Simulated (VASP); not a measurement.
# BN (Fmm2) in VASP: a series of runs

BN is run at these levels: PBE+D3(BJ); tasks: phonons.

All numbers are computed with VASP 6.6.1; they aren't measurements. Logs are shortened: lines on timing, memory, paths and dates and some standing lists are left out, and cuts for length are marked.

## Step 1: The cell of the first run

The structure is orthorhombic, space group Fmm2 (No. 42). Conventional cell: a = 2.468 Å, b = 5.138 Å, c = 4.225 Å, α = 90.00°, β = 90.00°, γ = 90.00°. B (site symmetry mm2) has 3 N at 1.41 to 1.42 Å within 1.9 Å. N (site symmetry mm2) has 3 B at 1.41 to 1.42 Å within 1.9 Å.

## Step 2: Phonons, PBE+D3(BJ)

INCAR reads:

```
ALGO = Normal
EDIFF = 1E-8
ENCUT = 520
GGA = PE
IBRION = 6
ISIF = 2
ISMEAR = 0
IVDW = 12
LASPH = T
LCHARG = F
LREAL = F
LWAVE = F
NBANDS = 11
NELM = 60
NFREE = 2
NSW = 1
POTIM = 0.015
PREC = Accurate
SIGMA = 0.01
```

KPOINTS reads:

```
k-points
0
Gamma
  12 12 12
```

POSCAR reads:

```
BN
1.0
    0.0000000000      2.5690241288      2.1124028768
    1.2338678853      0.0000000000      2.1124028768
    1.2338678853      2.5690241288      0.0000000000
B N
1 1
Direct
    0.0007240587      0.0007240587      0.9992759413
    0.6659759313      0.6659759313      0.3340240687
```

Potentials or basis: VASP PAW PBE potentials, release 64 (B, N).

The run is started by

```sh
$ cat potpaw_PBE.64/B/POTCAR potpaw_PBE.64/N/POTCAR > POTCAR
$ mpirun -np 1 vasp_std > vasp.out
```

OUTCAR:

```text
EDIFF = 1E-8
   ENCUT = 520
   GGA = PE
   IBRION = 6
   ISIF = 2
   ISMEAR = 0
   IVDW = 12
   LASPH = T
   LREAL = F
   NELM = 60
   NFREE = 2
   NSW = 1
   POTIM = 0.015
   PREC = Accurate
 IVDW          = 12

 ion  position               nearest neighbor table
   1  0.001  0.001  0.999-   2 1.41   2 1.42   2 1.42
   2  0.666  0.666  0.334-   1 1.41   1 1.42   1 1.42

  LATTYP: Found a face centered orthorhombic cell.
 ALAT       =     2.4677357706
 B/A-ratio  =     1.7120170660
 C/A-ratio  =     2.0820901163

  Lattice vectors:

 A1 = (  -0.0000000000,   2.5690241288,   2.1124028768)
 A2 = (  -1.2338678853,   2.5690241288,   0.0000000000)
 A3 = (  -1.2338678853,   0.0000000000,   2.1124028768)

Analysis of symmetry for initial positions (statically):
=====================================================================
 Subroutine PRICEL returns:
 Original cell was already a primitive cell.

 Routine SETGRP: Setting up the symmetry group for a
 face centered orthorhombic supercell.

 Subroutine GETGRP returns: Found  4 space group operations
 (whereof  4 operations were pure point group operations)
 out of a pool of  8 trial point group operations.

The static configuration has the point symmetry C_2v.

Analysis of symmetry for dynamics (positions and initial velocities):
=====================================================================
 Subroutine PRICEL returns:
 Original cell was already a primitive cell.

 Routine SETGRP: Setting up the symmetry group for a
 face centered orthorhombic supercell.

 Subroutine GETGRP returns: Found  4 space group operations
 (whereof  4 operations were pure point group operations)
 out of a pool of  8 trial point group operations.

The dynamic configuration has the point symmetry C_2v.

 Subroutine INISYM returns: Found  4 space group operations
 (whereof  4 operations are pure point group operations),
 and found     1 'primitive' translations

----------------------------------------------------------------------------------------

                                     Primitive cell

  volume of cell :      13.3919

[... 251 lines left out ...]
  ---------------------------------------------------
  free  energy   TOTEN  =       -17.5388171666 eV

  energy  without entropy=      -17.5388171666  energy(sigma->0) =      -17.53881717

[... ionic steps 4 to 10 ...]

--------------------------------------- Ionic step       11  -------------------------------------------

 number of electron       8.0000000 magnetization

------------------------ aborting loop because EDIFF is reached ----------------------------------------
[... 75 lines left out ...]
--------------------------------------- Ionic step       13  -------------------------------------------

 number of electron       8.0000000 magnetization

 Free energy of the ion-electron system (eV)
  ---------------------------------------------------
  ext. energy  EPLUGINS =         0.00000000
  ---------------------------------------------------
  free energy    TOTEN  =       -17.14734376 eV

  energy without entropy =      -17.14734376  energy(sigma->0) =      -17.14734376

 E-fermi :   6.2967     XC(G=0): -11.9124

 val. band max:        6.2181511758   @ k =   0.5000   0.5000   0.0000
 cond. band min:       7.7826047559   @ k =   0.0000   0.5000   0.5000
 fundamental gap:      1.5644535801
 Fermi energy:         6.2967074654

 k-point     1 :       0.0000    0.0000    0.0000
  band No.  band energies     occupation
      1     -13.8553      2.00000
      2       2.9312      2.00000
      3       3.6575      2.00000
      4       3.9769      2.00000
      5      13.0021      0.00000
      6      16.6830      0.00000
      7      17.7449      0.00000
      8      19.0746      0.00000
      9      22.6134      0.00000
     10      32.1435      0.00000
     11      32.3382      0.00000
[... 309 lines left out ...]
 k-point    24 :      -0.4167    0.1667   -0.0000
  band No.  band energies     occupation
      1      -9.5996      2.00000
      2      -3.9895      2.00000
      3      -0.6434      2.00000
      4       4.4332      2.00000
      5       9.9803      0.00000
      6      17.3420      0.00000
      7      20.5319      0.00000
      8      24.0636      0.00000
      9      26.6857      0.00000
     10      31.0530      0.00000
     11      32.3943      0.00000

 [... further k-points ...]

------------------------ aborting loop because EDIFF is reached ----------------------------------------

 Edisp (eV)   -0.39159

 E8    (eV) :    -0.1166
[... 25 lines left out ...]
  FREE ENERGIE OF THE ION-ELECTRON SYSTEM (eV)
  ---------------------------------------------------
  free  energy   TOTEN  =       -17.5389311420 eV

  energy  without entropy=      -17.5389311420  energy(sigma->0) =      -17.53893114

 INTERNAL STRAIN TENSORS FROM DISPLACED ATOMS
 ============================================

 INTERNAL STRAIN TENSOR FOR ION    1 for displacements in x,y,z  (eV/Angst):
          X           Y           Z          XY          YZ          ZX
  --------------------------------------------------------------------------------
  x     0.00000     0.00000     0.00000     0.00000     0.00000    17.19050
  y     0.00000     0.00000     0.00000     0.00000    -2.30151     0.00000
  z    17.26443    -0.48807   -17.70737     0.00000     0.00000     0.00000

 INTERNAL STRAIN TENSOR FOR ION    2 for displacements in x,y,z  (eV/Angst):
          X           Y           Z          XY          YZ          ZX
  --------------------------------------------------------------------------------
  x     0.00000     0.00000     0.00000     0.00000     0.00000   -17.18837
  y     0.00000     0.00000     0.00000     0.00000     2.30032     0.00000
  z   -17.26848     0.48530    17.70857     0.00000     0.00000     0.00000

 Eigenvectors and eigenvalues of the dynamical matrix
 ----------------------------------------------------

   1 f  =   44.040289 THz   276.713299 2PiTHz 1469.025929 cm-1   182.135920 meV
             X         Y         Z           dx          dy          dz
      1.233868  2.569024  0.003059    -0.751187    0.000000    0.000000
      1.233868  2.569024  2.813619     0.660090    0.000000    0.000000
[... 21 lines left out ...]
   6 f/i=    0.000643 THz     0.004041 2PiTHz    0.021453 cm-1     0.002660 meV
             X         Y         Z           dx          dy          dz
      1.233868  2.569024  0.003059     0.000000   -0.660114   -0.000000
      1.233868  2.569024  2.813619     0.000000   -0.751166   -0.000000

 ELASTIC MODULI CONTR FROM IONIC RELAXATION (kBar)
 Direction    XX          YY          ZZ          XY          YZ          ZX
 --------------------------------------------------------------------------------
 XX        -737.4694     20.7869    756.3270      0.0000     -0.0000      0.0000
 YY          20.7869     -0.5859    -21.3184      0.0000      0.0000     -0.0000
 ZZ         756.3270    -21.3184   -775.6667      0.0000      0.0000     -0.0000
 XY           0.0000      0.0000      0.0000      0.0000      0.0000      0.0000
 YZ          -0.0000      0.0000      0.0000      0.0000    -70.1313     -0.0000
 ZX           0.0000     -0.0000     -0.0000      0.0000     -0.0000   -730.1764
 --------------------------------------------------------------------------------
```

Wall time 10 min (1 thread of Intel Xeon 8259CL, shared host); peak memory 0.31 GiB.

What came out:

| Quantity | Value |
| --- | --- |
| Highest phonon frequency at Γ, LO-TO splitting left out | 1469 cm⁻¹ |
| Dispersion energy per atom | -0.196 eV |

Phonon frequencies in cm⁻¹ (negative: imaginary):
| q point | frequencies |
| --- | --- |
| (0.000, 0.000, 0.000) | 0 0 0 634 1468 1469 |

Caveat: the cell stands under pressure or tension, which shifts response properties.

[end of part 1 of 2]
